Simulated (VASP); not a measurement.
# BN (I-4m2) in VASP: further runs

The runs below take BN through single point, with PBE.

All numbers are computed with VASP 6.6.1; they aren't measurements. Logs are shortened: lines on timing, memory, paths and dates and some standing lists are left out, and cuts for length are marked.

## Step 1: The cell of the first run

Symmetry: I-4m2, No. 119, tetragonal system. Conventional cell: a = 2.556 Å, b = 2.556 Å, c = 3.507 Å, α = 90.00°, β = 90.00°, γ = 90.00°. Within 2.1 Å of B (site symmetry -4m2) lie 4 N at 1.55 Å. N (site symmetry -4m2) has 4 B at 1.55 Å within 2.1 Å.

## Step 2: Single point, PBE (zz strain of -3 %)

The input, INCAR:

```
SYSTEM = BN
ALGO     = Normal         ! electronic algorithm
EDIFF    = 1E-6           ! SCF threshold, eV
ENCUT    = 520            ! plane-wave cutoff, eV
GGA      = PE             ! functional
ISIF     = 2              ! what is computed and relaxed
ISMEAR   = -1             ! smearing method
LASPH    = .TRUE.         ! aspherical terms in the spheres
LCHARG   = .FALSE.        ! write CHGCAR
LREAL    = .FALSE.        ! projectors in reciprocal space
LWAVE    = .FALSE.        ! write WAVECAR
NBANDS   = 11             ! bands
NELM     = 60             ! most SCF steps
PREC     = Accurate       ! precision mode
SIGMA    = 0.03           ! smearing width, eV
```

The input, KPOINTS:

```
k-points
0
G
  13 13 13
  0 0 0
```

The input, POSCAR:

```
BN
1.0
    0.0000000000      1.8075000000      1.7532750000
    1.8075000000      0.0000000000      1.7532750000
    1.8075000000      1.8075000000      0.0000000000
B N
1 1
Direct
    0.0000000000      0.0000000000      0.0000000000
    0.7500000000      0.7500000000      0.7500000000
```

Potentials or basis: VASP PAW PBE potentials, release 64 (B, N).

On the command line:

```sh
cat potpaw_PBE.64/B/POTCAR potpaw_PBE.64/N/POTCAR > POTCAR
mpirun -np 1 vasp_std > vasp.out
```

OUTCAR:

```text
SYSTEM = BN
   EDIFF = 1E-6
   ENCUT = 520
   GGA = PE
   ISIF = 2
   ISMEAR = -1
   LASPH = .TRUE.
   LREAL = .FALSE.
   NELM = 60
   PREC = Accurate

 ion  position               nearest neighbor table
   1  0.000  0.000  0.000-   2 1.55   2 1.55   2 1.55   2 1.55
   2  0.750  0.750  0.750-   1 1.55   1 1.55   1 1.55   1 1.55

  LATTYP: Found a body centered tetragonal cell.
 ALAT       =     2.5561910140
 C/A-ratio  =     1.3717871555

  Lattice vectors:

 A1 = (   0.0000000000,  -1.8075000000,  -1.7532750000)
 A2 = (   0.0000000000,   1.8075000000,  -1.7532750000)
 A3 = (   1.8075000000,   0.0000000000,   1.7532750000)

Analysis of symmetry for initial positions (statically):
=====================================================================
 Subroutine PRICEL returns:
 Original cell was already a primitive cell.

 Routine SETGRP: Setting up the symmetry group for a
 body centered tetragonal supercell.

 Subroutine GETGRP returns: Found  8 space group operations
 (whereof  8 operations were pure point group operations)
 out of a pool of 16 trial point group operations.

The static configuration has the point symmetry D_2d.

Analysis of symmetry for dynamics (positions and initial velocities):
=====================================================================
 Subroutine PRICEL returns:
 Original cell was already a primitive cell.

 Routine SETGRP: Setting up the symmetry group for a
 body centered tetragonal supercell.

 Subroutine GETGRP returns: Found  8 space group operations
 (whereof  8 operations were pure point group operations)
 out of a pool of 16 trial point group operations.

The dynamic configuration has the point symmetry D_2d.

 Subroutine INISYM returns: Found  8 space group operations
 (whereof  8 operations are pure point group operations),
 and found     1 'primitive' translations

----------------------------------------------------------------------------------------

                                     Primitive cell

  volume of cell :      11.4561

  direct lattice vectors                    reciprocal lattice vectors
     0.000000000  1.807500000  1.753275000    -0.276625173  0.276625173  0.285180591
     1.807500000  0.000000000  1.753275000     0.276625173 -0.276625173  0.285180591
     1.807500000  1.807500000  0.000000000     0.276625173  0.276625173 -0.285180591

  length of vectors
     2.518140083  2.518140083  2.556191014     0.484118727  0.484118727  0.484118727

  position of ions in fractional coordinates (direct lattice)
     0.000000000  0.000000000  0.000000000
     0.750000000  0.750000000  0.750000000

  ion indices of the primitive-cell ions
   primitive index   ion index
                 1           1
                 2           2

----------------------------------------------------------------------------------------

 KPOINTS: k-points

Automatic generation of k-mesh.
 Grid dimensions read from file:
 generate k-points for:   13   13   13

 Generating k-lattice:

  Cartesian coordinates                     Fractional coordinates (reciprocal lattice)
    -0.021278859  0.021278859  0.021936969     0.076923077  0.000000000  0.000000000
     0.021278859 -0.021278859  0.021936969     0.000000000  0.076923077  0.000000000
     0.021278859  0.021278859 -0.021936969    -0.000000000 -0.000000000  0.076923077

  Length of vectors
     0.037239902  0.037239902  0.037239902

  Shift w.r.t. Gamma in fractional coordinates (k-lattice)
     0.000000000  0.000000000  0.000000000

 Subroutine IBZKPT returns following result:
 ===========================================

 Found    196 irreducible k-points:

 Following reciprocal coordinates:
            Coordinates               Weight
  0.000000  0.000000  0.000000      1.000000
  0.076923  0.000000  0.000000      8.000000
  0.153846  0.000000  0.000000      8.000000
  0.230769  0.000000  0.000000      8.000000
  0.307692  0.000000  0.000000      8.000000
  0.384615  0.000000  0.000000      8.000000
[... 16 lines left out ...]
  0.384615  0.153846  0.000000      8.000000
  0.461538  0.153846  0.000000      8.000000
 [... further k-points ...]
   k-points           NKPTS =    196   k-points in BZ     NKDIM =    196   number of bands    NBANDS=     11
   number of dos      NEDOS =    301   number of ions     NIONS =      2
   total plane-waves  NPLWV =   8000
   dimension x,y,z NGX =    20 NGY =   20 NGZ =   20
   dimension x,y,z NGXF=    40 NGYF=   40 NGZF=   40
   ions per type =               1   1
   NGX,Y,Z   is equivalent  to a cutoff of  13.20, 13.20, 13.01 a.u.
   NGXF,Y,Z  is equivalent  to a cutoff of  26.41, 26.41, 26.01 a.u.
 SYSTEM =  BN
   PREC   = accura    normal or accurate (medium, high low for compatibility)
   ISTART =      0    job   : 0-new  1-cont  2-samecut
   ICHARG =      2    charge: 1-file 2-atom 10-const
   ISPIN  =      1    spin polarized calculation?
   LNONCOLLINEAR =      F non collinear calculations
   LSORBIT =      F    spin-orbit coupling
   LASPH  =      T    aspherical Exc in radial PAW
   ENCUT  =  520.0 eV  38.22 Ry    6.18 a.u.   4.68  4.68  4.75*2*pi/ulx,y,z
   NELM   =     60;   NELMIN=  2; NELMDL= -5     # of ELM steps
   EDIFF  = 0.1E-05   stopping-criterion for ELM
   LREAL  =      F    real-space projection
   EDIFFG = 0.1E-04   stopping-criterion for IOM
   NSW    =      0    number of steps for IOM
   IBRION =     -1    ionic relax: 0-MD 1-quasi-New 2-CG
   NFREE  =      0    steps in history (QN), initial steepest desc. (CG)
   ISIF   =      2    stress and relaxation
   ISYM   =      2    0-nonsym 1-usesym 2-fastsym
   POTIM  = 0.5000    time-step for ionic-motion
   TEBEG  =    0.0;   TEEND  =   0.0 temperature during run
   PSTRESS=    0.0 pullay stress
   NELECT =       8.0000    total number of electrons
   NUPDOWN=      -1.0000    fix difference up-down
   EMIN   =  10.00;   EMAX   =-10.00  energy-range for DOS
   EFERMI =   0.00;   METHOD = LEGACY
   ISMEAR =    -1;   SIGMA  =   0.03  broadening in eV -4-tet -1-fermi 0-gaus
   EFERMI_NEDOS =   21; number of points for ismear=-14 and -15
   IALGO  =     38    algorithm
   IMIX   =      4    mixing-type and parameters
     AMIX     =   0.40;   BMIX     =  1.00
     AMIX_MAG =   1.60;   BMIX_MAG =  1.00
  volume/ion in A,a.u.               =       5.73        38.65
  Fermi-wavevector in a.u.,A,eV,Ry     =   1.452421  2.744678 28.701866  2.109528
  Thomas-Fermi vector in A             =   2.569805
   LORBIT       =      0    0 simple, 1 ext, 2 COOP (PROOUT), +10 PAW based schemes
   GGA     = PE    functional components
   LHFCALC =     F    Hartree Fock is set to
   AEXX    =    0.0000 exact exchange contribution
   IVDW    =     0    specifies the selected vdW correction
   LEPSILON=     F    determine dielectric tensor
   LRPA    =     F    only Hartree local field effects (RPA)
 non-spin polarized calculation
  energy-cutoff  :      520.00
  volume of cell :       11.46
 maximum number of plane-waves:       323
   NGX =  9   NGY =  9   NGZ =  9

 number of electron       7.9999998 magnetization

 Free energy of the ion-electron system (eV)
  ---------------------------------------------------
  ext. energy  EPLUGINS =         0.00000000
  ---------------------------------------------------
  free energy    TOTEN  =       -17.41493618 eV

  energy without entropy =      -17.41493618  energy(sigma->0) =      -17.41493618

 E-fermi :   8.5629     XC(G=0): -12.9743

 val. band max:        7.9788952888   @ k =   0.0000   0.0000   0.0000
 cond. band min:      12.0071720830   @ k =   0.4615   0.4615   0.0000
 fundamental gap:      4.0282767942
 Fermi energy:         8.5629234948

 k-point     1 :       0.0000    0.0000    0.0000
  band No.  band energies     occupation
      1     -12.7967      2.00000
      2       7.6872      2.00000
      3       7.6872      2.00000
      4       7.9789      2.00000
      5      16.6129      0.00000
      6      16.8310      0.00000
      7      16.8310      0.00000
      8      18.6285      0.00000
      9      33.1205      0.00000
     10      35.1346      0.00000
     11      36.0143      0.00000

 k-point     2 :       0.0769    0.0000    0.0000
  band No.  band energies     occupation
      1     -12.6488      2.00000
      2       6.9624      2.00000
      3       7.5163      2.00000
      4       7.7521      2.00000
      5      16.8004      0.00000
      6      17.0696      0.00000
      7      17.1089      0.00000
      8      19.0918      0.00000
      9      32.8534      0.00000
     10      33.2482      0.00000
     11      34.2257      0.00000

 k-point     3 :       0.1538    0.0000    0.0000
  band No.  band energies     occupation
      1     -12.2099      2.00000
      2       5.0771      2.00000
      3       7.0892      2.00000
      4       7.3613      2.00000
      5      17.1777      0.00000
      6      17.6310      0.00000
      7      17.6898      0.00000
      8      20.2472      0.00000
      9      31.8053      0.00000
     10      32.0774      0.00000
     11      32.8478      0.00000

 k-point     4 :       0.2308    0.0000    0.0000
  band No.  band energies     occupation
      1     -11.4957      2.00000
      2       2.7758      2.00000
      3       6.5731      2.00000
      4       6.9067      2.00000
      5      17.5102      0.00000
      6      18.1823      0.00000
      7      18.3466      0.00000
      8      21.4947      0.00000
      9      31.3750      0.00000
     10      31.4357      0.00000
     11      32.2307      0.00000
[... 239 lines left out ...]
 k-point    22 :       0.3077    0.1538    0.0000
  band No.  band energies     occupation
      1     -10.6436      2.00000
      2       2.0774      2.00000
      3       4.9548      2.00000
      4       5.7688      2.00000
      5      15.8664      0.00000
      6      20.2255      0.00000
      7      20.4665      0.00000
      8      20.8011      0.00000
      9      27.8826      0.00000
     10      35.0088      0.00000
     11      35.6568      0.00000

 k-point    23 :       0.3846    0.1538    0.0000
  band No.  band energies     occupation
      1      -9.6491      2.00000
      2      -0.0221      2.00000
      3       4.6778      2.00000
      4       5.2494      2.00000
      5      16.2473      0.00000
      6      20.5345      0.00000
      7      20.5943      0.00000
      8      21.4170      0.00000
      9      28.6242      0.00000
     10      34.7907      0.00000
     11      36.1799      0.00000

 k-point    24 :       0.4615    0.1538    0.0000
  band No.  band energies     occupation
      1      -8.6242      2.00000
      2      -1.7762      2.00000
      3       4.6251      2.00000
      4       4.7124      2.00000
      5      16.5362      0.00000
      6      20.4178      0.00000
      7      20.5406      0.00000
      8      22.5910      0.00000
      9      29.0909      0.00000
     10      34.8570      0.00000
     11      36.3230      0.00000

 [... further k-points ...]
[... 5 lines left out ...]
  --------------------------------------------------------------------------------------
  -------------------------------------------------------------------------------------
  Total        0.6827817      0.6827817      2.0005830      0.0000000      0.0000000      0.0000000
  in kB       95.4895420     95.4895420    279.7889207      0.0000000      0.0000000      0.0000000
  external PRESSURE =     156.9226682 kB  Pullay stress =       0.0000000 kB

 VOLUME and BASIS-vectors are now :
 -----------------------------------------------------------------------------
  energy-cutoff  :      520.00
  volume of cell :       11.46
      direct lattice vectors                 reciprocal lattice vectors
     0.000000000  1.807500000  1.753275000    -0.276625173  0.276625173  0.285180591
     1.807500000  0.000000000  1.753275000     0.276625173 -0.276625173  0.285180591
     1.807500000  1.807500000  0.000000000     0.276625173  0.276625173 -0.285180591

 POSITION                                       TOTAL-FORCE (eV/Angst)
 -----------------------------------------------------------------------------------
      0.00000      0.00000      0.00000        -0.000000     -0.000000     -0.000000
      2.71125      2.71125      2.62991         0.000000      0.000000      0.000000
 -----------------------------------------------------------------------------------
    total drift:                               -0.000001     -0.000001      0.000002

  FREE ENERGIE OF THE ION-ELECTRON SYSTEM (eV)
  ---------------------------------------------------
  free  energy   TOTEN  =       -17.4149361826 eV

  energy  without entropy=      -17.4149361826  energy(sigma->0) =      -17.41493618
```

It took 9 s on 1 thread of Intel Xeon 6975P-C (Granite Rapids), shared host; peak memory 0.13 GiB.

Results:

- Free energy: -17.4149 eV
- Pressure: 15.7 GPa
- Band gap on the k mesh: 4.03 eV, indirect (least direct gap 8.63 eV)

Stress tensor (GPa, compression positive):
```
 9.55  0.00  0.00
 0.00  9.55  0.00
 0.00  0.00 27.98
```

Caveat: the cell differs from its parent crystal (zz strain of -3 %). A k mesh can miss the band edges.

## Step 3: Single point, PBE (zz strain of -1 %)

The input, INCAR:

```
SYSTEM = BN
ALGO = Normal
EDIFF = 1E-7
ENCUT = 520
GGA = PE
ISIF = 2
ISMEAR = -1
LASPH = .TRUE.
LCHARG = .FALSE.
LREAL = .FALSE.
LWAVE = .FALSE.
NBANDS = 11
NELM = 100
PREC = Accurate
SIGMA = 0.03
```

KPOINTS is that of step 2.

The input, POSCAR:

```
BN
1.0
    0.0000000000      1.8075000000      1.7894250000
    1.8075000000      0.0000000000      1.7894250000
    1.8075000000      1.8075000000      0.0000000000
B N
1 1
Direct
    0.0000000000      0.0000000000      0.0000000000
    0.7500000000      0.7500000000      0.7500000000
```

Potentials or basis: VASP PAW PBE potentials, release 64 (B, N).

On the command line:

```sh
cat potpaw_PBE.64/B/POTCAR potpaw_PBE.64/N/POTCAR > POTCAR
mpirun -np 1 vasp_std > vasp.out
```

It took 10 s on 1 thread of Intel Xeon 6975P-C (Granite Rapids), shared host; peak memory 0.13 GiB.

The run converged. Its results:

```
Free energy            : -17.4442 eV
Pressure               : 7.2 GPa
Band gap on the k mesh : 4.37 eV, indirect (least direct gap 8.76 eV)
```

Stress tensor (GPa, compression positive):
```
 5.19  0.00  0.00
 0.00  5.19  0.00
 0.00  0.00 11.34
```

Levels at points of the mesh, in eV from the valence-band top:
| k point | band 1 | band 2 | band 3 | band 4 | band 5 | band 6 | band 7 | band 8 |
| --- | --- | --- | --- | --- | --- | --- | --- | --- |
| (0.00, 0.00, 0.00) | -20.41 | -0.10 | -0.10 | 0.00 | 8.76 | 8.83 | 8.83 | 10.45 |

Caveat: the cell differs from its parent crystal (zz strain of -1 %).

(Part 1 of 2 ends here.)
